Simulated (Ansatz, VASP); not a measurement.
**One calculation of W, two programs**

The input INCAR:

```
SYSTEM = W
PREC = Accurate
ENCUT = 520
EDIFF = 1E-7
ISMEAR = 0
SIGMA = 0.005
LREAL = .False.
LASPH = .True.
NELM = 150
ALGO = Normal
ISIF = 2
LWAVE = .False.
LCHARG = .False.
ISPIN = 2
MAGMOM = 4
LORBIT = 11
LMAXMIX = 4
GGA = PE
NBANDS = 17
ISYM = 0
```

File KPOINTS:

```
Automatic mesh
0
Gamma
  1 1 1
  0 0 0
```

File POSCAR:

```
W
1.0
   15.0000000000      0.0000000000      0.0000000000
    0.0000000000     15.5000000000      0.0000000000
    0.0000000000      0.0000000000     16.0000000000
W
1
Direct
    0.5000000000      0.5000000000      0.5000000000
```

Input for Ansatz:

```yaml
crystal:
  lattice:
    - [15.0, 0.0, 0.0]
    - [0.0, 15.5, 0.0]
    - [0.0, 0.0, 16.0]
  atoms:
    - { symbol: W, position: [0.5, 0.5, 0.5], spin: 4.0 }
  symmetry: { detect: false }
basis:
  ecutwfc: 420
kpoints:
  mp_grid: { grid: [1, 1, 1] }
hamiltonian:
  xc: pbe
scf:
  occupations: { method: gaussian, width: 0.005 }
output:
  forces: true
  eigenvalues: true
  populations: true
magnetization:
  spin_polarized: true
```

Alike in both runs: task single point; functional PBE; k mesh 1 × 1 × 1; occupations gaussian, width 0.005 eV; collinear spin.

|  | VASP | Ansatz |
| --- | --- | --- |
| version | VASP 6.6.1 | Ansatz 0.2.0 |
| potentials or method | VASP PAW PBE potentials, release 64 (W_sv), cutoff 520 eV | scalar-relativistic, plane waves, PAW |
| valence electrons in the cell | 14 | 14 |

|  | VASP | Ansatz | Ansatz less VASP |
| --- | --- | --- | --- |
| gap on the k mesh at the Fermi level (eV) | 1.55 | 1.56 | +0.009 |
| net moment per atom (μB) | 6.00 | 6.00 | 0.000 |
| size of the moment on the site where the two differ most (μB) | 3.94 | 6.00 | +2.063 |

Site moments also hang on the region over which each program counts them.

Spin-orbit coupling is off throughout.
